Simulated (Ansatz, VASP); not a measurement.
**Si2W in VASP and in Ansatz**

```xyz
3
Lattice="-1.6069 1.6069 3.9150 1.6069 -1.6069 3.9150 1.6069 1.6069 -3.9150" Properties=species:S:1:pos:R:3 pbc="T T T"
W     0.0000    0.0000    0.0000
Si    0.0000    0.0000    5.2092
Si    0.0000    0.0000    2.6207
```

Alike in both runs: functional RPBE; k mesh 7 × 7 × 7; occupations fermi-dirac, width 0.05 eV; no spin polarisation.

|  | VASP | Ansatz |
| --- | --- | --- |
| version | VASP 6.6.1 | Ansatz 0.2.0 |
| potentials or method | VASP PAW PBE potentials, release 64 (W_sv, Si) | Ansatz PAW |
| plane-wave cutoff (eV) | 520 | 420 |
| valence electrons in the cell | 22 | 22 |
| task | single point | projected density of states |

VASP gave:

- gap on the k mesh at the Fermi level (eV): none
- pressure (GPa): 5.8
- traceless stress, the component that is largest in VASP (GPa): 0.15
- rms of the force components (eV/Å): 0.038

**Question.** Which values does Ansatz return?

**Answer.** gap on the k mesh at the Fermi level (eV): none; pressure (GPa): 6.1; traceless stress, the component that is largest in VASP (GPa): 0.27; rms of the force components (eV/Å): 0.036.

VASP's potentials were made for PBE, not for RPBE. Atom by atom the forces differ by 0.002 eV/Å (rms over components). A gap of «none» marks a metal or a gap that the smearing closes.

The k mesh is coarse, so the values compare programs but aren't converged. Spin-orbit coupling is off throughout.
